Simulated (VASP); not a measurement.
Here is a VASP 6.6.1 calculation.

The input INCAR:

```
PREC = Accurate ; ENCUT = 520
EDIFF = 1E-6 ; ISMEAR = 0
SIGMA = 0.05 ; LREAL = False
LASPH = True ; NELM = 100
ALGO = Fast ; ISIF = 2
LWAVE = False ; LCHARG = False
GGA = CA ; NBANDS = 19
```

Contents of KPOINTS:

```
regular mesh
0
Gamma
  12 12 12
```

File POSCAR:

```
Hg
1.0
   -2.9297541400      2.9297541400      1.5725525500
    2.9297541400     -2.9297541400      1.5725525500
    2.9297541400      2.9297541400     -1.5725525500
Hg
2
Direct
    0.7500000000      0.2500000000      0.5000000000
    0.0000000000      0.0000000000      0.0000000000
```

Potentials or basis: VASP PAW LDA potentials, release 64 (Hg).

Command:

```bash
$ cat potpaw_LDA.64/Hg/POTCAR > POTCAR
$ mpirun -np 1 vasp_std > vasp.out
```

Problem. What does it give for the band gap on the k mesh?

Solution. Zero (bands 12 and 13 overlap by 3.79 eV).

Problem. What does it give for the pressure?

Solution. -4.4 GPa.

Stress tensor (GPa, compression positive):
```
-4.24  0.00  0.00
 0.00 -4.24  0.00
 0.00  0.00 -4.73
```

Caveat: the cell stands under tension; spin-orbit coupling is left out, which moves the levels of the heavy elements.
